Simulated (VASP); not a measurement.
# Ti12O in VASP: single point with PBE

Aim: the single point of Ti12O with PBE.

Program: VASP 6.6.1. These are calculated values, not measurements. Logs are shortened: lines on timing, memory, paths and dates and some standing lists are left out, and cuts for length are marked.

## 1. The cell of the first run

The cell holds a slab with vacuum, 13 atoms: a = 5.815 Å, b = 5.815 Å, c = 19.306 Å, α = 90.00°, β = 90.00°, γ = 90.00°.

## 2. Single point, PBE

Contents of INCAR:

```
SYSTEM = Ti12O
PREC = Accurate ; ENCUT = 520
EDIFF = 1E-7 ; ISMEAR = 0
SIGMA = 0.1 ; LREAL = .FALSE.
LASPH = .TRUE. ; NELM = 60
ALGO = Normal ; ISIF = 2
LWAVE = .FALSE. ; LCHARG = .FALSE.
LDIPOL = .TRUE. ; IDIPOL = 3
DIPOL = 0.5 0.5 0.318 ; GGA = PE
NBANDS = 87
```

Contents of KPOINTS:

```
Automatic mesh
0
G
  5 5 1
  0 0 0
```

Contents of POSCAR:

```
Ti12O
1.0
    5.8150893847      0.0000000000      0.0000000000
    0.0000000000      5.8150893847      0.0000000000
    0.0000000000      0.0000000000     19.3059825436
Ti O
12 1
Direct
    0.2500000000      0.2500000000      0.2071896621
    0.2500000000      0.7500000000      0.2071896621
    0.7500000000      0.2500000000      0.2071896621
    0.7500000000      0.7500000000      0.2071896621
    0.0000000000      0.0000000000      0.3057583574
    0.0000000000      0.5000000000      0.3057583574
    0.5000000000      0.0000000000      0.3057583574
    0.5000000000      0.5000000000      0.3057583574
    0.2500000000      0.2500000000      0.4043297214
    0.2500000000      0.7500000000      0.4043297214
    0.7500000000      0.2500000000      0.4043297214
    0.7500000000      0.7500000000      0.4043297214
    0.4166666667      0.4166666667      0.4603274271
```

Potentials or basis: VASP PAW PBE potentials, release 64 (Ti_sv, O).

Command:

```sh
$ cat potpaw_PBE.64/Ti_sv/POTCAR potpaw_PBE.64/O/POTCAR > POTCAR
$ mpirun -np 1 vasp_std > vasp.out
```

OUTCAR:

```text
SYSTEM = Ti12O
   PREC = Accurate
   ENCUT = 520
   EDIFF = 1E-7
   ISMEAR = 0
   LREAL = .FALSE.
   LASPH = .TRUE.
   NELM = 60
   ISIF = 2
   GGA = PE

 ion  position               nearest neighbor table
   1  0.250  0.250  0.207-   5 2.80   6 2.80   7 2.80   8 2.80   2 2.91   3 2.91   2 2.91   3 2.91

   2  0.250  0.750  0.207-   5 2.80   6 2.80   7 2.80   8 2.80   1 2.91   4 2.91   1 2.91   4 2.91

   3  0.750  0.250  0.207-   5 2.80   6 2.80   7 2.80   8 2.80   1 2.91   4 2.91   4 2.91   1 2.91

   4  0.750  0.750  0.207-   5 2.80   6 2.80   7 2.80   8 2.80   2 2.91   3 2.91   3 2.91   2 2.91

   5  0.000  0.000  0.306-   1 2.80   2 2.80   3 2.80   4 2.80   9 2.80  10 2.80  11 2.80  12 2.80
                             6 2.91   7 2.91   6 2.91   7 2.91
   6  0.000  0.500  0.306-   1 2.80   2 2.80   3 2.80   4 2.80   9 2.80  10 2.80  11 2.80  12 2.80
                             5 2.91   8 2.91   5 2.91   8 2.91
   7  0.500  0.000  0.306-   1 2.80   2 2.80   3 2.80   4 2.80   9 2.80  10 2.80  11 2.80  12 2.80
                             5 2.91   8 2.91   8 2.91   5 2.91
   8  0.500  0.500  0.306-   1 2.80   2 2.80   3 2.80   4 2.80   9 2.80  10 2.80  11 2.80  12 2.80
                             6 2.91   7 2.91   7 2.91   6 2.91
   9  0.250  0.250  0.404-  13 1.75   6 2.80   7 2.80   8 2.80   5 2.80  11 2.91  10 2.91  10 2.91
                            11 2.91
  10  0.250  0.750  0.404-  13 2.42   6 2.80   7 2.80   8 2.80   5 2.80  12 2.91   9 2.91   9 2.91
                            12 2.91
  11  0.750  0.250  0.404-  13 2.42   6 2.80   7 2.80   8 2.80   5 2.80  12 2.91   9 2.91  12 2.91
                             9 2.91
  12  0.750  0.750  0.404-   5 2.80   6 2.80   7 2.80   8 2.80  10 2.91  11 2.91  11 2.91  10 2.91

  13  0.417  0.417  0.460-   9 1.75  10 2.42  11 2.42

  LATTYP: Found a simple tetragonal cell.
 ALAT       =     5.8150893847
 C/A-ratio  =     3.3199803591

  Lattice vectors:

 A1 = (   5.8150893847,   0.0000000000,   0.0000000000)
 A2 = (   0.0000000000,   5.8150893847,   0.0000000000)
 A3 = (   0.0000000000,   0.0000000000,  19.3059825436)

Analysis of symmetry for initial positions (statically):
=====================================================================
 Subroutine PRICEL returns:
 Original cell was already a primitive cell.

 Routine SETGRP: Setting up the symmetry group for a
 simple tetragonal supercell.

 Subroutine GETGRP returns: Found  2 space group operations
 (whereof  2 operations were pure point group operations)
 out of a pool of 16 trial point group operations.

The static configuration has the point symmetry C_1h.

Analysis of symmetry for dynamics (positions and initial velocities):
=====================================================================
 Subroutine PRICEL returns:
 Original cell was already a primitive cell.

 Routine SETGRP: Setting up the symmetry group for a
 simple tetragonal supercell.

 Subroutine GETGRP returns: Found  2 space group operations
 (whereof  2 operations were pure point group operations)
 out of a pool of 16 trial point group operations.

The dynamic configuration has the point symmetry C_1h.

 Subroutine INISYM returns: Found  2 space group operations
 (whereof  2 operations are pure point group operations),
 and found     1 'primitive' translations

----------------------------------------------------------------------------------------

                                     Primitive cell

  volume of cell :     652.8369

  direct lattice vectors                    reciprocal lattice vectors
     5.815089385  0.000000000  0.000000000     0.171966402  0.000000000  0.000000000
     0.000000000  5.815089385  0.000000000     0.000000000  0.171966402  0.000000000
     0.000000000  0.000000000 19.305982544     0.000000000  0.000000000  0.051797416

  length of vectors
     5.815089385  5.815089385 19.305982544     0.171966402  0.171966402  0.051797416

  position of ions in fractional coordinates (direct lattice)
     0.250000000  0.250000000  0.207189662
     0.250000000  0.750000000  0.207189662
     0.750000000  0.250000000  0.207189662
     0.750000000  0.750000000  0.207189662
     0.000000000  0.000000000  0.305758357
     0.000000000  0.500000000  0.305758357
     0.500000000  0.000000000  0.305758357
     0.500000000  0.500000000  0.305758357
     0.250000000  0.250000000  0.404329721
     0.250000000  0.750000000  0.404329721
     0.750000000  0.250000000  0.404329721
     0.750000000  0.750000000  0.404329721
     0.416666667  0.416666667  0.460327427

  ion indices of the primitive-cell ions
   primitive index   ion index
                 1           1
                 2           2
                 3           3
                 4           4
                 5           5
                 6           6
                 7           7
                 8           8
                 9           9
                10          10
                11          11
                12          12
                13          13

----------------------------------------------------------------------------------------

 KPOINTS: Automatic mesh

Automatic generation of k-mesh.
 Grid dimensions read from file:
 generate k-points for:    5    5    1

 Generating k-lattice:

  Cartesian coordinates                     Fractional coordinates (reciprocal lattice)
     0.034393280  0.000000000  0.000000000     0.200000000  0.000000000  0.000000000
     0.000000000  0.034393280  0.000000000     0.000000000  0.200000000  0.000000000
     0.000000000  0.000000000  0.051797416     0.000000000  0.000000000  1.000000000

  Length of vectors
     0.034393280  0.034393280  0.051797416

  Shift w.r.t. Gamma in fractional coordinates (k-lattice)
     0.000000000  0.000000000  0.000000000

 Subroutine IBZKPT returns following result:
 ===========================================

 Found      9 irreducible k-points:

 Following reciprocal coordinates:
            Coordinates               Weight
  0.000000  0.000000  0.000000      1.000000
  0.200000  0.000000  0.000000      4.000000
  0.400000  0.000000  0.000000      4.000000
  0.200000  0.200000  0.000000      2.000000
 -0.200000  0.200000  0.000000      2.000000
  0.400000  0.200000  0.000000      4.000000
 -0.200000  0.400000  0.000000      4.000000
  0.400000  0.400000  0.000000      2.000000
 -0.400000  0.400000  0.000000      2.000000
   k-points           NKPTS =      9   k-points in BZ     NKDIM =      9   number of bands    NBANDS=     87
   number of dos      NEDOS =    301   number of ions     NIONS =     13
   total plane-waves  NPLWV = 331776
   dimension x,y,z NGX =    48 NGY =   48 NGZ =  144
   dimension x,y,z NGXF=    96 NGYF=   96 NGZF=  288
   ions per type =              12   1
   NGX,Y,Z   is equivalent  to a cutoff of  13.72, 13.72, 12.40 a.u.
   NGXF,Y,Z  is equivalent  to a cutoff of  27.45, 27.45, 24.80 a.u.
 SYSTEM =  Ti12O
   PREC   = accura    normal or accurate (medium, high low for compatibility)
   ISTART =      0    job   : 0-new  1-cont  2-samecut
   ICHARG =      2    charge: 1-file 2-atom 10-const
   ISPIN  =      1    spin polarized calculation?
   LNONCOLLINEAR =      F non collinear calculations
   LSORBIT =      F    spin-orbit coupling
   LASPH  =      T    aspherical Exc in radial PAW
   ENCUT  =  520.0 eV  38.22 Ry    6.18 a.u.  10.81 10.81 35.90*2*pi/ulx,y,z
   NELM   =     60;   NELMIN=  2; NELMDL= -5     # of ELM steps
   EDIFF  = 0.1E-06   stopping-criterion for ELM
   LREAL  =      F    real-space projection
   EDIFFG = 0.1E-05   stopping-criterion for IOM
   NSW    =      0    number of steps for IOM
   IBRION =     -1    ionic relax: 0-MD 1-quasi-New 2-CG
   NFREE  =      0    steps in history (QN), initial steepest desc. (CG)
   ISIF   =      2    stress and relaxation
   ISYM   =      2    0-nonsym 1-usesym 2-fastsym
   POTIM  = 0.5000    time-step for ionic-motion
   TEBEG  =    0.0;   TEEND  =   0.0 temperature during run
   PSTRESS=    0.0 pullay stress
   NELECT =     150.0000    total number of electrons
   NUPDOWN=      -1.0000    fix difference up-down
   EMIN   =  10.00;   EMAX   =-10.00  energy-range for DOS
   EFERMI =   0.00;   METHOD = LEGACY
   ISMEAR =     0;   SIGMA  =   0.10  broadening in eV -4-tet -1-fermi 0-gaus
   EFERMI_NEDOS =   21; number of points for ismear=-14 and -15
   IALGO  =     38    algorithm
   IMIX   =      4    mixing-type and parameters
     AMIX     =   0.40;   BMIX     =  1.00
     AMIX_MAG =   1.60;   BMIX_MAG =  1.00
  volume/ion in A,a.u.               =      50.22       338.89
  Fermi-wavevector in a.u.,A,eV,Ry     =   1.002698  1.894825 13.679355  1.005404
  Thomas-Fermi vector in A             =   2.135203
   LORBIT       =      0    0 simple, 1 ext, 2 COOP (PROOUT), +10 PAW based schemes
   GGA     = PE    functional components
   LHFCALC =     F    Hartree Fock is set to
   AEXX    =    0.0000 exact exchange contribution
   IVDW    =     0    specifies the selected vdW correction
   LEPSILON=     F    determine dielectric tensor
   LRPA    =     F    only Hartree local field effects (RPA)
 non-spin polarized calculation
 Gauss-broadening in eV      SIGMA  =   0.10
  energy-cutoff  :      520.00
  volume of cell :      652.84
 maximum number of plane-waves:     17596
 NGX is ok and might be reduce to    48
   NGX = 21   NGY = 21   NGZ = 71

 dipolmoment           0.000000      0.000000     -0.057929 electrons x Angstroem

 number of electron     150.0000052 magnetization

 dipolmoment           0.000000      0.000000      0.024771 electrons x Angstroem

 Free energy of the ion-electron system (eV)
  ---------------------------------------------------
  ext. energy  EPLUGINS =         0.00000000
  ---------------------------------------------------
  free energy    TOTEN  =       -95.89253860 eV

  energy without entropy =      -95.74072156  energy(sigma->0) =      -95.81663008

 E-fermi :   0.1834     XC(G=0):  -4.7410

 val. band max:        0.1826372718   @ k =   0.4000   0.2000   0.0000
 cond. band min:       0.1880022937   @ k =  -0.2000   0.4000   0.0000
 fundamental gap:      0.0053650219
 Fermi energy:         0.1833678920

 k-point     1 :       0.0000    0.0000    0.0000
  band No.  band energies     occupation
      1     -56.7170      2.00000
      2     -56.6863      2.00000
      3     -56.6438      2.00000
      4     -56.6079      2.00000
      5     -56.5838      2.00000
      6     -56.5597      2.00000
[... 79 lines left out ...]
     86       1.0972      0.00000
     87       1.2373      0.00000

 k-point     2 :       0.2000    0.0000    0.0000
  band No.  band energies     occupation
      1     -56.7130      2.00000
      2     -56.6870      2.00000
      3     -56.6453      2.00000
      4     -56.6035      2.00000
      5     -56.5855      2.00000
      6     -56.5625      2.00000
[... 619 lines left out ...]
     86       1.0992      0.00000
     87       1.1529      0.00000

 k-point     9 :      -0.4000    0.4000    0.0000
  band No.  band energies     occupation
      1     -56.6925      2.00000
      2     -56.6884      2.00000
      3     -56.6567      2.00000
      4     -56.5938      2.00000
      5     -56.5769      2.00000
      6     -56.5623      2.00000
[... 79 lines left out ...]
     86       1.0772      0.00000
     87       1.1565      0.00000

------------------------ aborting loop because EDIFF is reached ----------------------------------------

 vacuum level on the upper side and lower side of the slab       (xc-potential included)        -0.071        -0.241

  FORCE on cell =-STRESS in cart. coord.  units (eV):
  Direction    XX          YY          ZZ          XY          YZ          ZX
  --------------------------------------------------------------------------------------
  -------------------------------------------------------------------------------------
  Total       -3.9520881     -3.9520881      1.5183547      2.3103417      2.0906215      2.0906244
  in kB       -9.6991237     -9.6991237      3.7263113      5.6699876      5.1307552      5.1307624
  external PRESSURE =      -5.2239787 kB  Pullay stress =       0.0000000 kB

 VOLUME and BASIS-vectors are now :
 -----------------------------------------------------------------------------
  energy-cutoff  :      520.00
  volume of cell :      652.84
      direct lattice vectors                 reciprocal lattice vectors
     5.815089385  0.000000000  0.000000000     0.171966402  0.000000000  0.000000000
     0.000000000  5.815089385  0.000000000     0.000000000  0.171966402  0.000000000
     0.000000000  0.000000000 19.305982544     0.000000000  0.000000000  0.051797416

 POSITION                                       TOTAL-FORCE (eV/Angst)
 -----------------------------------------------------------------------------------
      1.45377      1.45377      4.00000         0.081817      0.081817     -0.012069
      1.45377      4.36132      4.00000         0.072310     -0.044541      0.064993
      4.36132      1.45377      4.00000        -0.044541      0.072310      0.064993
      4.36132      4.36132      4.00000        -0.069684     -0.069684      0.089583
      0.00000      0.00000      5.90297        -0.103216     -0.103216     -0.324064
      0.00000      2.90754      5.90297        -0.104224      0.017422     -0.097706
      2.90754      0.00000      5.90297         0.017422     -0.104224     -0.097706
      2.90754      2.90754      5.90297         0.054714      0.054714     -0.700306
      1.45377      1.45377      7.80598        -1.163077     -1.163077     -0.389031
      1.45377      4.36132      7.80598        -0.136202     -0.776209      0.679113
      4.36132      1.45377      7.80598        -0.776209     -0.136202      0.679113
      4.36132      4.36132      7.80598         0.334111      0.334111     -0.039024
      2.42295      2.42295      8.88707         1.836779      1.836779      0.082109
 -----------------------------------------------------------------------------------
    total drift:                                0.000032      0.000032     -0.000781

  FREE ENERGIE OF THE ION-ELECTRON SYSTEM (eV)
  ---------------------------------------------------
  free  energy   TOTEN  =       -95.8925386050 eV

  energy  without entropy=      -95.7407215584  energy(sigma->0) =      -95.81663008

 vacuum level on the upper side and lower side of the slab         4.045         3.871
```

Wall time 18 min (1 thread of Intel Xeon 6975P-C (Granite Rapids), shared host); peak memory 0.84 GiB.

What came out:

* Free energy: -95.8925 eV
* Largest force: 2.599 eV/Å
* Band gap on the k mesh: zero (bands 75 and 76 overlap by 0.20 eV)

Forces in eV/Å, atoms in the order of the input:
```
Ti   0.082  0.082 -0.012
Ti   0.072 -0.045  0.065
Ti  -0.045  0.072  0.065
Ti  -0.070 -0.070  0.090
Ti  -0.103 -0.103 -0.324
Ti  -0.104  0.017 -0.098
Ti   0.017 -0.104 -0.098
Ti   0.055  0.055 -0.700
Ti  -1.163 -1.163 -0.389
Ti  -0.136 -0.776  0.679
Ti  -0.776 -0.136  0.679
Ti   0.334  0.334 -0.039
O    1.837  1.837  0.082
```
